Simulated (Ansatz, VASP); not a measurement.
Two plane-wave programs on Si3P

The input INCAR:

```
SYSTEM = Si3P
PREC     = Accurate       ! precision mode
ENCUT    = 600            ! plane-wave cutoff, eV
EDIFF    = 1E-6           ! SCF threshold, eV
ISMEAR   = 0              ! smearing method
SIGMA    = 0.1            ! smearing width, eV
LREAL    = .FALSE.        ! projectors in reciprocal space
LASPH    = .TRUE.         ! aspherical terms in the spheres
NELM     = 80             ! most SCF steps
ALGO     = Fast           ! electronic algorithm
ISIF     = 3              ! what is computed and relaxed
LWAVE    = .FALSE.        ! write WAVECAR
LCHARG   = .FALSE.        ! write CHGCAR
GGA      = PE             ! functional
IBRION   = 2              ! ionic algorithm
NSW      = 100            ! ionic steps
EDIFFG   = -0.01          ! ionic threshold
```

KPOINTS

```
regular mesh
0
G
  12 12 12
  0 0 0
```

POSCAR

```
Si3P
1.0
    3.9103676084      0.0000000000      0.0000000000
    0.0000000000      3.9103676084      0.0000000000
    0.0000000000      0.0000000000      3.8701744871
Si P
3 1
Direct
    0.0000000000      0.5000000000      0.5000000000
    0.5000000000      0.0000000000      0.5000000000
    0.5000000000      0.5000000000      0.0000000000
    0.0000000000      0.0000000000      0.0000000000
```

Input for Ansatz:

```yaml
crystal:
  lattice:
    - [3.9103676084, 0.0, 0.0]
    - [0.0, 3.9103676084, 0.0]
    - [0.0, 0.0, 3.8701744871]
  atoms:
    - { symbol: Si, position: [0.0, 0.5, 0.5] }
    - { symbol: Si, position: [0.5, 0.0, 0.5] }
    - { symbol: Si, position: [0.5, 0.5, 0.0] }
    - { symbol: P, position: [0.0, 0.0, 0.0] }
basis:
  ecutwfc: 420
kpoints:
  mp_grid: { grid: [12, 12, 12] }
hamiltonian:
  xc: pbe
scf:
  occupations: { method: gaussian, width: 0.1 }
output:
  forces: true
  stress: true
  eigenvalues: true
relax:
  adjacent_minimum: "off"
  f_tol: 0.01
  max_steps: 80
  cell: { stress_tol: 0.05 }
```

Alike in both runs: task relaxation of cell and atoms; functional PBE; k mesh 12 × 12 × 12; occupations gaussian, width 0.1 eV; no spin polarisation.

```csv
,VASP,Ansatz
version,VASP 6.6.1,Ansatz 0.2.0
potentials or method,"VASP PAW PBE potentials, release 64 (Si, P), cutoff 600 eV","scalar-relativistic, plane waves, PAW"
valence electrons in the cell,17,17
```

|  | VASP | Ansatz | Ansatz less VASP |
| --- | --- | --- | --- |
| gap on the k mesh at the Fermi level, each at its own relaxed structure (eV) | none | none | - |
| relaxed volume (Å³/atom) | 14.66 | 14.48 | -0.177 |
| relaxed length of the cell vector where the two differ most in proportion (Å) | 3.857 | 3.091 | -0.7659 |

A gap of «none» marks a metal or a gap that the smearing closes.

Noted on VASP's run: too few bands were computed for a metal, which touches its energy and stress.
